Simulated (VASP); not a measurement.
## C: single point with LDA

The system is C.

```xyz
1
Lattice="-1.1317 1.1317 1.1317 1.1317 -1.1317 1.1317 1.1317 1.1317 -1.1317" Properties=species:S:1:pos:R:3 pbc="T T T"
C     0.0000    0.0000    0.0000
```

This cell differs from its parent crystal: volume scaled by 0.92.

```json
{
  "Program": "VASP 6.6.1",
  "Task": "single point",
  "Functional": "LDA",
  "Potentials or basis": "VASP PAW LDA potentials, release 64 (C)",
  "Cutoff": "520 eV",
  "k mesh": "22 × 22 × 22",
  "Occupations": "fermi-dirac, width 0.1 eV",
  "Spin": "no spin polarisation",
  "Dipole correction": "no",
  "Further INCAR settings": "ALGO = Normal; EDIFF = 1e-06; NBANDS = 8"
}
```

The pressure is 23.2 GPa and the band gap on the k mesh is zero (band 2 reaches 20.94 eV, above the bottom of band 3 at 5.40 eV).

Levels at points of the mesh, in eV from the Fermi level:
```
           k point  band 1  band 2  band 3  band 4  band 5  band 6
(0.00, 0.00, 0.00)  -21.48   10.33   10.33   10.33   35.68   35.68
(0.50, 0.00, 0.00)  -10.30   -8.71    4.94    8.60   23.83   24.10
(0.50, 0.50, 0.50)   -1.94   -1.94   -1.94    2.64   12.05   12.05
```

It took 3.1 s on 1 thread of Intel(R) Xeon(R) 6975P-C (Granite Rapids), on a shared host, peak memory 0.11 GiB.
